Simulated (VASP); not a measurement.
Here is a VASP 6.6.1 calculation.

INCAR

```
ALGO = Normal
EDIFF = 1E-6
ENCUT = 520
GGA = PE
ISIF = 2
ISMEAR = 0
LASPH = True
LCHARG = False
LREAL = False
LWAVE = False
NBANDS = 52
NELM = 60
PREC = Accurate
SIGMA = 0.02
```

The input KPOINTS:

```
k-points
0
Gamma
  12 12 2
```

Contents of POSCAR:

```
Sc2AlN3
1.0
    3.4392501224      0.0000000000      0.0000000000
   -1.7196250612      2.9784779759      0.0000000000
    0.0000000000      0.0000000000     15.3362120967
Sc Al N
4 2 6
Direct
    0.3333333333      0.6666666667      0.3331881488
    0.3333333333      0.6666666667      0.6565739048
    0.6666666667      0.3333333333      0.1565739048
    0.6666666667      0.3333333333      0.8331881488
    0.3333333333      0.6666666667      0.0011471700
    0.6666666667      0.3333333333      0.5011471700
    0.3333333333      0.6666666667      0.1242650626
    0.3333333333      0.6666666667      0.4737368374
    0.3333333333      0.6666666667      0.7960888663
    0.6666666667      0.3333333333      0.2960888663
    0.6666666667      0.3333333333      0.6242650626
    0.6666666667      0.3333333333      0.9737368374
```

Potentials or basis: VASP PAW PBE potentials, release 64 (Sc_sv, Al, N).

Run with:

```sh
$ cat potpaw_PBE.64/Sc_sv/POTCAR potpaw_PBE.64/Al/POTCAR potpaw_PBE.64/N/POTCAR > POTCAR
$ mpirun -np 1 vasp_std > vasp.out
```

(1) Predict the pressure.

(2) Estimate the band gap on the k mesh.

(3) Predict the largest force.

Answers

(1) 0.6 GPa.

(2) 3.19 eV, indirect (least direct gap 3.35 eV).

(3) 0.043 eV/Å.
